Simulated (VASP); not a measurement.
# AgRh (P-6m2) in VASP: further runs, part 2 of 3

VASP 6.6.1.

### Step 3. Single point, B3LYP

This run uses another cell than the first one, of 16.06 Å³/atom.

Input file POSCAR:

```
AgRh
1.0
    2.7775881998      0.0000000000      0.0000000000
   -1.3887940999      2.4054619423      0.0000000000
    0.0000000000      0.0000000000      4.8086020000
Ag Rh
1 1
Direct
    0.0000000000      0.0000000000      0.5000000000
    0.6666666667      0.3333333333      0.0000000000
```

Input file INCAR.step1:

```
SYSTEM = AgRh
ALGO     = Normal         ! electronic algorithm
EDIFF    = 1E-5           ! SCF threshold, eV
ENCUT    = 520            ! plane-wave cutoff, eV
GGA      = PE             ! functional
ISIF     = 2              ! what is computed and relaxed
ISMEAR   = -1             ! smearing method
LASPH    = .True.         ! aspherical terms in the spheres
LCHARG   = .False.        ! write CHGCAR
LREAL    = .False.        ! projectors in reciprocal space
LWAVE    = .True.         ! write WAVECAR
NBANDS   = 20             ! bands
NELM     = 100            ! most SCF steps
PREC     = Accurate       ! precision mode
SIGMA    = 0.05           ! smearing width, eV
```

Input file INCAR.step2:

```
SYSTEM = AgRh
AEXX     = 0.2            ! exact-exchange fraction
AGGAC    = 0.81         
AGGAX    = 0.72         
ALDAC    = 0.19         
ALGO     = Normal         ! electronic algorithm
EDIFF    = 1E-7           ! SCF threshold, eV
ENCUT    = 520            ! plane-wave cutoff, eV
GGA      = B3             ! functional
ISIF     = 2              ! what is computed and relaxed
ISMEAR   = -1             ! smearing method
ISTART   = 1            
LASPH    = .True.         ! aspherical terms in the spheres
LCHARG   = .False.        ! write CHGCAR
LHFCALC  = .True.         ! exact exchange
LREAL    = .False.        ! projectors in reciprocal space
LWAVE    = .False.        ! write WAVECAR
NBANDS   = 20             ! bands
NELM     = 100            ! most SCF steps
PREC     = Accurate       ! precision mode
PRECFOCK = Normal       
SIGMA    = 0.05           ! smearing width, eV
```

Input file KPOINTS:

```
k-points
0
Gamma
  6 6 3
  0 0 0
```

Potentials or basis: VASP PAW PBE potentials, release 64 (Ag, Rh_pv).

Command:

```sh
cat potpaw_PBE.64/Ag/POTCAR potpaw_PBE.64/Rh_pv/POTCAR > POTCAR
cp INCAR.step1 INCAR
mpirun -np 1 vasp_std > vasp.out
cp INCAR.step2 INCAR
mpirun -np 1 vasp_std > vasp.out
```

OUTCAR:

```text
SYSTEM = AgRh
   AEXX = 0.2
   EDIFF = 1E-7
   ENCUT = 520
   GGA = B3
   ISIF = 2
   ISMEAR = -1
   ISTART = 1
   LASPH = .True.
   LHFCALC = .True.
   LREAL = .False.
   NELM = 100
   PREC = Accurate
   PRECFOCK = Normal

 ion  position               nearest neighbor table
   1  0.000  0.000  0.500-   2 2.89   2 2.89   2 2.89   2 2.89   2 2.89   2 2.89
   2  0.667  0.333  0.000-   1 2.89   1 2.89   1 2.89   1 2.89   1 2.89   1 2.89

  LATTYP: Found a hexagonal cell.
 ALAT       =     2.7775881998
 C/A-ratio  =     1.7312148721

  Lattice vectors:

 A1 = (   2.7775881998,   0.0000000000,   0.0000000000)
 A2 = (  -1.3887940999,   2.4054619423,   0.0000000000)
 A3 = (   0.0000000000,   0.0000000000,   4.8086020000)

Analysis of symmetry for initial positions (statically):
=====================================================================
 Subroutine PRICEL returns:
 Original cell was already a primitive cell.

 Routine SETGRP: Setting up the symmetry group for a
 hexagonal supercell.

 Subroutine GETGRP returns: Found 12 space group operations
 (whereof 12 operations were pure point group operations)
 out of a pool of 24 trial point group operations.

The static configuration has the point symmetry D_3h.

Analysis of symmetry for dynamics (positions and initial velocities):
=====================================================================
 Subroutine PRICEL returns:
 Original cell was already a primitive cell.

 Routine SETGRP: Setting up the symmetry group for a
 hexagonal supercell.

 Subroutine GETGRP returns: Found 12 space group operations
 (whereof 12 operations were pure point group operations)
 out of a pool of 24 trial point group operations.

The dynamic configuration has the point symmetry D_3h.

 Subroutine INISYM returns: Found 12 space group operations
 (whereof 12 operations are pure point group operations),
 and found     1 'primitive' translations

----------------------------------------------------------------------------------------

                                     Primitive cell

  volume of cell :      32.1281

  direct lattice vectors                    reciprocal lattice vectors
     2.777588200  0.000000000  0.000000000     0.360024571  0.207860283  0.000000000
    -1.388794100  2.405461942  0.000000000     0.000000000  0.415720566  0.000000000
     0.000000000  0.000000000  4.808602000     0.000000000  0.000000000  0.207960651

  length of vectors
     2.777588200  2.777588200  4.808602000     0.415720566  0.415720566  0.207960651

  position of ions in fractional coordinates (direct lattice)
     0.000000000  0.000000000  0.500000000
     0.666666667  0.333333333  0.000000000

  ion indices of the primitive-cell ions
   primitive index   ion index
                 1           1
                 2           2

----------------------------------------------------------------------------------------

 KPOINTS: k-points

Automatic generation of k-mesh.
 Grid dimensions read from file:
 generate k-points for:    6    6    3
[... 25 lines left out ...]
  0.166667  0.166667  0.000000      6.000000
  0.333333  0.166667  0.000000     12.000000
  0.333333  0.333333  0.000000      2.000000
  0.000000  0.000000  0.333333      2.000000
  0.166667  0.000000  0.333333     12.000000
  0.333333  0.000000  0.333333     12.000000
  0.500000  0.000000  0.333333      6.000000
  0.166667  0.166667  0.333333     12.000000
  0.333333  0.166667  0.333333     24.000000
  0.333333  0.333333  0.333333      4.000000
   k-points           NKPTS =     14   k-points in BZ     NKDIM =    108   number of bands    NBANDS=     20
   number of dos      NEDOS =    301   number of ions     NIONS =      2
   total plane-waves  NPLWV =  20736
   dimension x,y,z NGX =    24 NGY =   24 NGZ =   36
   dimension x,y,z NGXF=    48 NGYF=   48 NGZF=   72
   ions per type =               1   1
   NGX,Y,Z   is equivalent  to a cutoff of  14.36, 14.36, 12.45 a.u.
   NGXF,Y,Z  is equivalent  to a cutoff of  28.73, 28.73, 24.89 a.u.
 SYSTEM =  AgRh
   PREC   = accura    normal or accurate (medium, high low for compatibility)
   ISTART =      1    job   : 0-new  1-cont  2-samecut
   ICHARG =      0    charge: 1-file 2-atom 10-const
   ISPIN  =      1    spin polarized calculation?
   LNONCOLLINEAR =      F non collinear calculations
   LSORBIT =      F    spin-orbit coupling
   LASPH  =      T    aspherical Exc in radial PAW
   ENCUT  =  520.0 eV  38.22 Ry    6.18 a.u.   5.16  5.16  8.94*2*pi/ulx,y,z
   NELM   =    100;   NELMIN=  2; NELMDL=  0     # of ELM steps
   EDIFF  = 0.1E-06   stopping-criterion for ELM
   LREAL  =      F    real-space projection
   EDIFFG = 0.1E-05   stopping-criterion for IOM
   NSW    =      0    number of steps for IOM
   IBRION =     -1    ionic relax: 0-MD 1-quasi-New 2-CG
   NFREE  =      0    steps in history (QN), initial steepest desc. (CG)
   ISIF   =      2    stress and relaxation
   ISYM   =      3    0-nonsym 1-usesym 2-fastsym
   POTIM  = 0.5000    time-step for ionic-motion
   TEBEG  =    0.0;   TEEND  =   0.0 temperature during run
   PSTRESS=    0.0 pullay stress
   NELECT =      26.0000    total number of electrons
   NUPDOWN=      -1.0000    fix difference up-down
   EMIN   =  10.00;   EMAX   =-10.00  energy-range for DOS
   EFERMI =   0.00;   METHOD = LEGACY
   ISMEAR =    -1;   SIGMA  =   0.05  broadening in eV -4-tet -1-fermi 0-gaus
   EFERMI_NEDOS =   21; number of points for ismear=-14 and -15
   IALGO  =     38    algorithm
   IMIX   =      1    mixing-type and parameters
     AMIX     =   0.40;   BMIX     =  1.00
     AMIX_MAG =   1.60;   BMIX_MAG =  1.00
  volume/ion in A,a.u.               =      16.06       108.41
  Fermi-wavevector in a.u.,A,eV,Ry     =   1.525589  2.882945 31.666497  2.327422
  Thomas-Fermi vector in A             =   2.633739
   LORBIT       =      0    0 simple, 1 ext, 2 COOP (PROOUT), +10 PAW based schemes
   GGA     = B3    functional components
   LHFCALC =     T    Hartree Fock is set to
   PRECFOCK=normal    Normal, Fast or Accurate (Low or Medium for compatibility)
   ENCUT4O =  -1.0   cutoff for four orbital integrals eV
   NKREDX  =     1    reduce k-point grid by
   NKREDY  =     1    reduce k-point grid by
   NKREDZ  =     1    reduce k-point grid by
   AEXX    =    0.2000 exact exchange contribution
   HFSCREEN=    0.0000 screening length (either q_TF or 0.3 A-1)
   HFSCREENC=   0.0000 screening length for correlation (either q_TF or 0.3 A-1)
   ENCUTFOCK=  -1.0 apply spherical cutoff to Coloumb kernel
   IVDW    =     0    specifies the selected vdW correction
   LEPSILON=     F    determine dielectric tensor
   LRPA    =     F    only Hartree local field effects (RPA)
 non-spin polarized calculation
  energy-cutoff  :      520.00
  volume of cell :       32.13
 maximum number of plane-waves:       870
 NGX is ok and might be reduce to    24
  NGX = 16; NGY = 16; NGZ = 28

 number of electron      25.9999997 magnetization

 Free energy of the ion-electron system (eV)
  ---------------------------------------------------
  ext. energy  EPLUGINS =         0.00000000
  ---------------------------------------------------
  free energy    TOTEN  =        -9.90075464 eV

  energy without entropy =       -9.89560408  energy(sigma->0) =       -9.89817936

 E-fermi :   8.4197     XC(G=0): -10.1784

 val. band max:        8.3386195088   @ k =   0.1667   0.0000   0.3333
 cond. band min:       8.8518933085   @ k =   0.1667   0.0000   0.0000
 fundamental gap:      0.5132737997
 Fermi energy:         8.4196859408

 k-point     1 :       0.0000    0.0000    0.0000
  band No.  band energies     occupation
      1     -39.5673      2.00000
      2     -39.5673      2.00000
      3     -39.3634      2.00000
      4       0.8930      2.00000
      5       1.9220      2.00000
      6       3.2972      2.00000
[... 311 lines left out ...]
     19      19.4558      0.00000
     20      26.9020      0.00000

------------------------ aborting loop because EDIFF is reached ----------------------------------------

  FORCE on cell =-STRESS in cart. coord.  units (eV):
  Direction    XX          YY          ZZ          XY          YZ          ZX
  --------------------------------------------------------------------------------------
  -------------------------------------------------------------------------------------
  Total        0.2329878      0.2329878      0.8112810      0.0000000     -0.0000000      0.0000000
  in kB       11.6187291     11.6187291     40.4572832      0.0000000     -0.0000000      0.0000000
  external PRESSURE =      21.2315805 kB  Pullay stress =       0.0000000 kB

 VOLUME and BASIS-vectors are now :
 -----------------------------------------------------------------------------
  energy-cutoff  :      520.00
  volume of cell :       32.13
      direct lattice vectors                 reciprocal lattice vectors
     2.777588200  0.000000000  0.000000000     0.360024571  0.207860283  0.000000000
    -1.388794100  2.405461942  0.000000000     0.000000000  0.415720566  0.000000000
     0.000000000  0.000000000  4.808602000     0.000000000  0.000000000  0.207960651

 POSITION                                       TOTAL-FORCE (eV/Angst)
 -----------------------------------------------------------------------------------
      0.00000      0.00000      2.40430         0.000000      0.000000      0.000000
      1.38879      0.80182      0.00000        -0.000000      0.000000      0.000000
 -----------------------------------------------------------------------------------
    total drift:                               -0.000000      0.000000     -0.000000

  FREE ENERGIE OF THE ION-ELECTRON SYSTEM (eV)
  ---------------------------------------------------
  free  energy   TOTEN  =        -9.9007546439 eV

  energy  without entropy=       -9.8956040777  energy(sigma->0) =       -9.89817936
```

Wall time 24 min (1 thread of AMD EPYC 7R13 (Zen 3), shared host); peak memory 0.14 GiB.

Results:

* Free energy: -9.9008 eV
* Pressure: 2.1 GPa
* Band gap on the k mesh: zero (bands 13 and 14 overlap by 1.95 eV)

Caveat: the k points lie up to 0.44 Å⁻¹ apart, too coarse for converged energies and pressures of a metal; the PAW data sets were made with another functional, which shifts forces and pressure a little.

### Step 4. Single point, PBE-based screened hybrid with 25 % exact exchange

This run uses another cell than the first one, of 16.06 Å³/atom.

POSCAR is that of step 3.

Input file INCAR.step1:

```
PREC = Accurate ; ENCUT = 520
EDIFF = 1E-5 ; ISMEAR = -1
SIGMA = 0.05 ; LREAL = False
LASPH = True ; NELM = 60
ALGO = Normal ; ISIF = 2
LWAVE = True ; NBANDS = 20
GGA = PE
```

Input file INCAR.step2:

```
PREC = Accurate ; ENCUT = 520
EDIFF = 1E-6 ; ISMEAR = -1
SIGMA = 0.05 ; LREAL = False
LASPH = True ; NELM = 60
ALGO = Normal ; ISIF = 2
LWAVE = False ; LCHARG = True
GGA = PE ; LHFCALC = True
AEXX = 0.25 ; HFSCREEN = 0.3
PRECFOCK = Normal ; LELF = True
LVHAR = True ; NBANDS = 20
ISTART = 1
```

Input file KPOINTS:

```
regular mesh
0
Gamma
  6 6 3
```

Command:

```sh
cat potpaw_PBE.64/Ag/POTCAR potpaw_PBE.64/Rh_pv/POTCAR > POTCAR
cp INCAR.step1 INCAR
mpirun -np 1 vasp_std > vasp.out
cp INCAR.step2 INCAR
mpirun -np 1 vasp_std > vasp.out
```

Wall time 26 min (1 thread of Intel Xeon Platinum 8375C at 2.90GHz (Ice Lake), shared host); peak memory 0.27 GiB.

The run converged. Its results:

```
Free energy            : -10.4179 eV
Pressure               : -6.0 GPa
Band gap on the k mesh : zero (bands 13 and 14 overlap by 1.52 eV)
```

Stress tensor (GPa, compression positive):
```
-6.93  0.00  0.00
 0.00 -6.93  0.00
 0.00  0.00 -4.10
```

Levels at points of the mesh, in eV from the Fermi level:
```csv
k point,band 9,band 10,band 11,band 12,band 13,band 14,band 15,band 16,band 17,band 18
"(0.00, 0.00, 0.00)",-3.64,-3.64,-1.94,-1.94,0.17,0.17,0.70,6.39,17.88,18.58
"(0.50, 0.00, 0.00)",-3.02,-2.69,-1.66,-0.27,1.46,2.32,4.82,9.60,9.81,13.12
```

Caveat: the k points lie up to 0.44 Å⁻¹ apart, too coarse for converged energies and pressures of a metal; the PAW data sets were made with another functional, which shifts forces and pressure a little.

### Step 5. Single point, r2SCAN0

This run uses another cell than the first one, of 16.06 Å³/atom.

POSCAR is that of step 4.

Input file INCAR.step1:

```
  ALGO = Normal
  EDIFF = 1E-5
  ENCUT = 520
  GGA = PE
  ISIF = 2
  ISMEAR = -1
  LASPH = T
  LREAL = F
  LWAVE = T
  NBANDS = 20
  NELM = 80
  PREC = Accurate
  SIGMA = 0.05
```

Input file INCAR.step2:

```
  AEXX = 0.25
  ALGO = Normal
  EDIFF = 1E-7
  ENCUT = 520
  ISIF = 2
  ISMEAR = -1
  ISTART = 1
  LASPH = T
  LCHARG = T
  LELF = T
  LHFCALC = T
  LMIXTAU = T
  LREAL = F
  LVHAR = T
  LWAVE = F
  METAGGA = R2SCAN
  NBANDS = 20
  NELM = 80
  PREC = Accurate
  PRECFOCK = Normal
  SIGMA = 0.05
```

Input file KPOINTS:

```
k-points
0
Gamma
  6 6 3
```

Command:

```sh
cat potpaw_PBE.64/Ag/POTCAR potpaw_PBE.64/Rh_pv/POTCAR > POTCAR
cp INCAR.step1 INCAR
mpirun -np 1 vasp_std > vasp.out
cp INCAR.step2 INCAR
mpirun -np 1 vasp_std > vasp.out
```

Wall time 32 min (1 thread of Intel Xeon Platinum 8375C at 2.90GHz (Ice Lake), shared host); peak memory 0.17 GiB.

It converged, with:

- Free energy: -38.6467 eV
- Pressure: -8.7 GPa
- Band gap on the k mesh: zero (bands 13 and 14 overlap by 2.28 eV)

Stress tensor (GPa, compression positive):
```
-9.98  0.00  0.00
 0.00 -9.98  0.00
 0.00  0.00 -6.23
```

Levels at points of the mesh, in eV from the Fermi level:
```csv
k point,band 10,band 11,band 12,band 13,band 14,band 15,band 16,band 17
"(0.00, 0.00, 0.00)",-4.11,-2.26,-2.26,0.79,0.79,1.43,7.31,19.16
"(0.50, 0.00, 0.00)",-3.15,-1.98,-0.58,2.20,3.00,5.73,10.67,10.92
```

Caveat: the k points lie up to 0.44 Å⁻¹ apart, too coarse for converged energies and pressures of a metal; the PAW data sets were made with another functional, which shifts forces and pressure a little.

(Part 2 of 3 ends here.)
